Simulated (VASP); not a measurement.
# BN (F-43m) in VASP: further runs, part 3 of 3

VASP 6.6.1.

### Step 4. Single point, PBE (volume scaled by 0.94)

INCAR

```
SYSTEM = BN
  PREC = Accurate
  ENCUT = 520
  EDIFF = 1E-6
  ISMEAR = 0
  SIGMA = 0.02
  LREAL = .FALSE.
  LASPH = .TRUE.
  NELM = 60
  ALGO = Normal
  ISIF = 2
  LWAVE = .FALSE.
  LCHARG = .TRUE.
  GGA = PE
  LELF = .TRUE.
  LVHAR = .TRUE.
  NBANDS = 11
```

KPOINTS

```
regular mesh
0
G
  12 12 12
  0 0 0
```

POSCAR

```
BN
1.0
    0.0000000000      1.7753514264      1.7753514264
    1.7753514264      0.0000000000      1.7753514264
    1.7753514264      1.7753514264      0.0000000000
B N
1 1
Direct
    0.0000000000      0.0000000000      0.0000000000
    0.7500000000      0.7500000000      0.7500000000
```

Potentials or basis: VASP PAW PBE potentials, release 64 (B, N).

The run is started by

```console
cat potpaw_PBE.64/B/POTCAR potpaw_PBE.64/N/POTCAR > POTCAR
mpirun -np 1 vasp_std > vasp.out
```

OUTCAR:

```text
SYSTEM = BN
   PREC = Accurate
   ENCUT = 520
   EDIFF = 1E-6
   ISMEAR = 0
   LREAL = .FALSE.
   LASPH = .TRUE.
   NELM = 60
   ISIF = 2
   GGA = PE

 ion  position               nearest neighbor table
   1  0.000  0.000  0.000-   2 1.54   2 1.54   2 1.54   2 1.54
   2  0.750  0.750  0.750-   1 1.54   1 1.54   1 1.54   1 1.54

  LATTYP: Found a face centered cubic cell.
 ALAT       =     3.5507028528

  Lattice vectors:

 A1 = (   0.0000000000,   1.7753514264,   1.7753514264)
 A2 = (   1.7753514264,   0.0000000000,   1.7753514264)
 A3 = (   1.7753514264,   1.7753514264,   0.0000000000)

Analysis of symmetry for initial positions (statically):
=====================================================================
 Subroutine PRICEL returns:
 Original cell was already a primitive cell.

 Routine SETGRP: Setting up the symmetry group for a
 face centered cubic supercell.

 Subroutine GETGRP returns: Found 24 space group operations
 (whereof 24 operations were pure point group operations)
 out of a pool of 48 trial point group operations.

The static configuration has the point symmetry T_d .

Analysis of symmetry for dynamics (positions and initial velocities):
=====================================================================
 Subroutine PRICEL returns:
 Original cell was already a primitive cell.

 Routine SETGRP: Setting up the symmetry group for a
 face centered cubic supercell.

 Subroutine GETGRP returns: Found 24 space group operations
 (whereof 24 operations were pure point group operations)
 out of a pool of 48 trial point group operations.

The dynamic configuration has the point symmetry T_d .

 Subroutine INISYM returns: Found 24 space group operations
 (whereof 24 operations are pure point group operations),
 and found     1 'primitive' translations

----------------------------------------------------------------------------------------

                                     Primitive cell

  volume of cell :      11.1914

  direct lattice vectors                    reciprocal lattice vectors
     0.000000000  1.775351426  1.775351426    -0.281634381  0.281634381  0.281634381
     1.775351426  0.000000000  1.775351426     0.281634381 -0.281634381  0.281634381
     1.775351426  1.775351426  0.000000000     0.281634381  0.281634381 -0.281634381

  length of vectors
     2.510726065  2.510726065  2.510726065     0.487805057  0.487805057  0.487805057

  position of ions in fractional coordinates (direct lattice)
     0.000000000  0.000000000  0.000000000
     0.750000000  0.750000000  0.750000000

  ion indices of the primitive-cell ions
   primitive index   ion index
                 1           1
                 2           2

----------------------------------------------------------------------------------------

 KPOINTS: regular mesh

Automatic generation of k-mesh.
 Grid dimensions read from file:
 generate k-points for:   12   12   12

 Generating k-lattice:

  Cartesian coordinates                     Fractional coordinates (reciprocal lattice)
    -0.023469532  0.023469532  0.023469532     0.083333333  0.000000000  0.000000000
     0.023469532 -0.023469532  0.023469532     0.000000000  0.083333333  0.000000000
     0.023469532  0.023469532 -0.023469532     0.000000000  0.000000000  0.083333333

  Length of vectors
     0.040650421  0.040650421  0.040650421

  Shift w.r.t. Gamma in fractional coordinates (k-lattice)
     0.000000000  0.000000000  0.000000000

 Subroutine IBZKPT returns following result:
 ===========================================

 Found     72 irreducible k-points:

 Following reciprocal coordinates:
            Coordinates               Weight
  0.000000  0.000000  0.000000      1.000000
  0.083333  0.000000  0.000000      8.000000
  0.166667  0.000000  0.000000      8.000000
  0.250000  0.000000  0.000000      8.000000
  0.333333  0.000000  0.000000      8.000000
  0.416667  0.000000  0.000000      8.000000
[... 16 lines left out ...]
  0.500000  0.166667  0.000000     24.000000
 -0.416667  0.166667  0.000000     24.000000
 [... further k-points ...]
   k-points           NKPTS =     72   k-points in BZ     NKDIM =     72   number of bands    NBANDS=     11
   number of dos      NEDOS =    301   number of ions     NIONS =      2
   total plane-waves  NPLWV =   8000
   dimension x,y,z NGX =    20 NGY =   20 NGZ =   20
   dimension x,y,z NGXF=    40 NGYF=   40 NGZF=   40
   ions per type =               1   1
   NGX,Y,Z   is equivalent  to a cutoff of  13.24, 13.24, 13.24 a.u.
   NGXF,Y,Z  is equivalent  to a cutoff of  26.49, 26.49, 26.49 a.u.
 SYSTEM =  BN
   PREC   = accura    normal or accurate (medium, high low for compatibility)
   ISTART =      0    job   : 0-new  1-cont  2-samecut
   ICHARG =      2    charge: 1-file 2-atom 10-const
   ISPIN  =      1    spin polarized calculation?
   LNONCOLLINEAR =      F non collinear calculations
   LSORBIT =      F    spin-orbit coupling
   LASPH  =      T    aspherical Exc in radial PAW
   ENCUT  =  520.0 eV  38.22 Ry    6.18 a.u.   4.67  4.67  4.67*2*pi/ulx,y,z
   NELM   =     60;   NELMIN=  2; NELMDL= -5     # of ELM steps
   EDIFF  = 0.1E-05   stopping-criterion for ELM
   LREAL  =      F    real-space projection
   EDIFFG = 0.1E-04   stopping-criterion for IOM
   NSW    =      0    number of steps for IOM
   IBRION =     -1    ionic relax: 0-MD 1-quasi-New 2-CG
   NFREE  =      0    steps in history (QN), initial steepest desc. (CG)
   ISIF   =      2    stress and relaxation
   ISYM   =      2    0-nonsym 1-usesym 2-fastsym
   POTIM  = 0.5000    time-step for ionic-motion
   TEBEG  =    0.0;   TEEND  =   0.0 temperature during run
   PSTRESS=    0.0 pullay stress
   NELECT =       8.0000    total number of electrons
   NUPDOWN=      -1.0000    fix difference up-down
   EMIN   =  10.00;   EMAX   =-10.00  energy-range for DOS
   EFERMI =   0.00;   METHOD = LEGACY
   ISMEAR =     0;   SIGMA  =   0.02  broadening in eV -4-tet -1-fermi 0-gaus
   EFERMI_NEDOS =   21; number of points for ismear=-14 and -15
   IALGO  =     38    algorithm
   IMIX   =      4    mixing-type and parameters
     AMIX     =   0.40;   BMIX     =  1.00
     AMIX_MAG =   1.60;   BMIX_MAG =  1.00
  volume/ion in A,a.u.               =       5.60        37.76
  Fermi-wavevector in a.u.,A,eV,Ry     =   1.463785  2.766152 29.152730  2.142665
  Thomas-Fermi vector in A             =   2.579838
   LORBIT       =      0    0 simple, 1 ext, 2 COOP (PROOUT), +10 PAW based schemes
   GGA     = PE    functional components
   LHFCALC =     F    Hartree Fock is set to
   AEXX    =    0.0000 exact exchange contribution
   IVDW    =     0    specifies the selected vdW correction
   LEPSILON=     F    determine dielectric tensor
   LRPA    =     F    only Hartree local field effects (RPA)
 non-spin polarized calculation
 Gauss-broadening in eV      SIGMA  =   0.02
  energy-cutoff  :      520.00
  volume of cell :       11.19
 maximum number of plane-waves:       311
   NGX =  9   NGY =  9   NGZ =  9

 number of electron       7.9999998 magnetization

 Free energy of the ion-electron system (eV)
  ---------------------------------------------------
  ext. energy  EPLUGINS =         0.00000000
  ---------------------------------------------------
  free energy    TOTEN  =       -17.39359299 eV

  energy without entropy =      -17.39359299  energy(sigma->0) =      -17.39359299

 E-fermi :   8.1789     XC(G=0): -13.0900

 val. band max:        8.0807352629   @ k =   0.0000   0.0000   0.0000
 cond. band min:      12.5950921471   @ k =   0.5000   0.5000   0.0000
 fundamental gap:      4.5143568842
 Fermi energy:         8.1788892057

 k-point     1 :       0.0000    0.0000    0.0000
  band No.  band energies     occupation
      1     -12.7754      2.00000
      2       8.0807      2.00000
      3       8.0807      2.00000
      4       8.0807      2.00000
      5      17.1579      0.00000
      6      17.1579      0.00000
      7      17.1579      0.00000
      8      19.3203      0.00000
      9      33.8604      0.00000
     10      36.5145      0.00000
     11      36.5145      0.00000
[... 309 lines left out ...]
 k-point    24 :      -0.4167    0.1667    0.0000
  band No.  band energies     occupation
      1      -7.9159      2.00000
      2      -2.3890      2.00000
      3       3.7737      2.00000
      4       5.3706      2.00000
      5      17.6610      0.00000
      6      20.7317      0.00000
      7      20.9747      0.00000
      8      24.4842      0.00000
      9      29.8183      0.00000
     10      34.1102      0.00000
     11      35.8686      0.00000

 [... further k-points ...]
[... 5 lines left out ...]
  --------------------------------------------------------------------------------------
  -------------------------------------------------------------------------------------
  Total        1.8295931      1.8295931      1.8295931      0.0000000      0.0000000      0.0000000
  in kB      261.9281016    261.9281016    261.9281016      0.0000000      0.0000000      0.0000000
  external PRESSURE =     261.9281016 kB  Pullay stress =       0.0000000 kB

 VOLUME and BASIS-vectors are now :
 -----------------------------------------------------------------------------
  energy-cutoff  :      520.00
  volume of cell :       11.19
      direct lattice vectors                 reciprocal lattice vectors
     0.000000000  1.775351426  1.775351426    -0.281634381  0.281634381  0.281634381
     1.775351426  0.000000000  1.775351426     0.281634381 -0.281634381  0.281634381
     1.775351426  1.775351426  0.000000000     0.281634381  0.281634381 -0.281634381

 POSITION                                       TOTAL-FORCE (eV/Angst)
 -----------------------------------------------------------------------------------
      0.00000      0.00000      0.00000         0.000000      0.000000      0.000000
      2.66303      2.66303      2.66303        -0.000000     -0.000000     -0.000000
 -----------------------------------------------------------------------------------
    total drift:                               -0.000000     -0.000000     -0.000000

  FREE ENERGIE OF THE ION-ELECTRON SYSTEM (eV)
  ---------------------------------------------------
  free  energy   TOTEN  =       -17.3935929903 eV

  energy  without entropy=      -17.3935929903  energy(sigma->0) =      -17.39359299
```

OSZICAR:

```text
N       E                     dE             d eps       ncg     rms          rms(c)
DAV:   1     0.102543775034E+02    0.10254E+02   -0.51110E+03  1656   0.736E+02
DAV:   2    -0.179773039763E+02   -0.28232E+02   -0.27601E+02  1908   0.167E+02
DAV:   3    -0.184467591696E+02   -0.46946E+00   -0.46873E+00  1845   0.181E+01
DAV:   4    -0.184472350109E+02   -0.47584E-03   -0.47583E-03  1728   0.659E-01
DAV:   5    -0.184472354147E+02   -0.40386E-06   -0.40387E-06  1803   0.186E-02    0.702E+00
DAV:   6    -0.174996311053E+02    0.94760E+00   -0.28571E+00  1653   0.100E+01    0.347E+00
DAV:   7    -0.174091330261E+02    0.90498E-01   -0.13134E-01  1782   0.293E+00    0.200E+00
DAV:   8    -0.173932901688E+02    0.15843E-01   -0.37746E-02  1783   0.143E+00    0.223E-01
DAV:   9    -0.173935084938E+02   -0.21832E-03   -0.88091E-04  1671   0.262E-01    0.886E-02
DAV:  10    -0.173935882786E+02   -0.79785E-04   -0.11315E-04  1753   0.907E-02    0.157E-02
DAV:  11    -0.173935929660E+02   -0.46874E-05   -0.78873E-06  1806   0.234E-02    0.106E-02
DAV:  12    -0.173935929903E+02   -0.24265E-07   -0.13520E-06   951   0.816E-03
   1 F= -.17393593E+02 E0= -.17393593E+02  d E =-.678803E-15
```

It took 7.6 s on 1 thread of Intel Xeon Platinum 8259CL at 2.50GHz (Skylake/Cascade Lake), shared host; peak memory 0.12 GiB.

Results:

* Free energy: -17.3936 eV
* Pressure: 26.2 GPa
* Band gap on the k mesh: 4.51 eV, indirect (least direct gap 9.08 eV)

### Step 5. Single point, PBE (volume scaled by 1.03)

INCAR

```
SYSTEM = BN
PREC = Accurate
ENCUT = 520
EDIFF = 1E-6
ISMEAR = 0
SIGMA = 0.02
LREAL = .FALSE.
LASPH = .TRUE.
NELM = 60
ALGO = Normal
ISIF = 2
LWAVE = .FALSE.
LCHARG = .TRUE.
GGA = PE
LELF = .TRUE.
LVHAR = .TRUE.
NBANDS = 11
```

KPOINTS is that of step 4.

POSCAR

```
BN
1.0
    0.0000000000      1.8302937236      1.8302937236
    1.8302937236      0.0000000000      1.8302937236
    1.8302937236      1.8302937236      0.0000000000
B N
1 1
Direct
    0.0000000000      0.0000000000      0.0000000000
    0.7500000000      0.7500000000      0.7500000000
```

The run is started by

```console
cat potpaw_PBE.64/B/POTCAR potpaw_PBE.64/N/POTCAR > POTCAR
mpirun -np 1 vasp_std > vasp.out
```

Wall time 8.1 s (1 thread of Intel Xeon Platinum 8259CL at 2.50GHz (Skylake/Cascade Lake), shared host); peak memory 0.12 GiB.

It converged, with:

- Free energy: -17.4402 eV
- Pressure: -10.2 GPa
- Band gap on the k mesh: 4.42 eV, indirect (least direct gap 8.64 eV)

Levels at points of the mesh, in eV from the valence-band top:
```
           k point  band 1  band 2  band 3  band 4  band 5  band 6  band 7  band 8
(0.00, 0.00, 0.00)  -19.81    0.00    0.00    0.00    8.64    8.64    8.64    9.74
(0.50, 0.00, 0.00)  -15.77  -10.35   -1.87   -1.87    9.66   10.50   10.50   14.87
(0.50, 0.50, 0.00)  -14.45   -8.68   -4.72   -4.72    4.42    9.02   17.35   17.35
```

 A k mesh can miss the band edges.

### Step 6. Single point, PBE (volume scaled by 1.06)

INCAR

```
SYSTEM = BN
ALGO = Normal
EDIFF = 1E-6
ENCUT = 520
GGA = PE
ISIF = 2
ISMEAR = 0
LASPH = .True.
LCHARG = .False.
LREAL = .False.
LWAVE = .False.
NBANDS = 11
NELM = 60
PREC = Accurate
SIGMA = 0.02
```

KPOINTS

```
k-points
0
Gamma
  12 12 12
  0 0 0
```

POSCAR

```
BN
1.0
    0.0000000000      1.8478937814      1.8478937814
    1.8478937814      0.0000000000      1.8478937814
    1.8478937814      1.8478937814      0.0000000000
B N
1 1
Direct
    0.0000000000      0.0000000000      0.0000000000
    0.7500000000      0.7500000000      0.7500000000
```

Potentials or basis: VASP PAW PBE potentials, release 64 (B, N).

The run is started by

```console
cat potpaw_PBE.64/B/POTCAR potpaw_PBE.64/N/POTCAR > POTCAR
mpirun -np 1 vasp_std > vasp.out
```

Run time: 9.6 s. Hardware: 1 thread of Intel Xeon Platinum 8259CL at 2.50GHz (Skylake/Cascade Lake), shared host; peak memory 0.12 GiB.

It converged, with:

- Free energy: -17.4075 eV
- Pressure: -19.4 GPa
- Band gap on the k mesh: 4.39 eV, indirect (least direct gap 8.50 eV)

Levels at points of the mesh, in eV from the valence-band top:
```
           k point  band 1  band 2  band 3  band 4  band 5  band 6  band 7  band 8
(0.00, 0.00, 0.00)  -19.50    0.00    0.00    0.00    8.50    8.50    8.50    9.29
(0.50, 0.00, 0.00)  -15.59  -10.10   -1.82   -1.82    9.30   10.34   10.34   14.58
(0.50, 0.50, 0.00)  -14.31   -8.50   -4.59   -4.59    4.39    8.85   16.92   16.92
```

### Step 7. Overview

```csv
cell,gap on the mesh (eV),pressure (GPa)
"a = 2.564 Å, angles 60.0°, 2 atoms",4.45,-0.2
"a = 2.537 Å, angles 60.0°, 2 atoms",4.48,12.3
"a = 2.511 Å, angles 60.0°, 2 atoms",4.51,26.2
"a = 2.588 Å, angles 60.0°, 2 atoms",4.42,-10.2
"a = 2.613 Å, angles 60.0°, 2 atoms",4.39,-19.4
```

Alike in all rows: task single point; level PBE; potentials or basis VASP PAW PBE potentials, release 64 (B, N); no spin polarisation; k mesh 12 × 12 × 12; cutoff (eV) 520; smearing gaussian 0.02 eV.

Absolute energies hang on the potentials; compare differences alone.
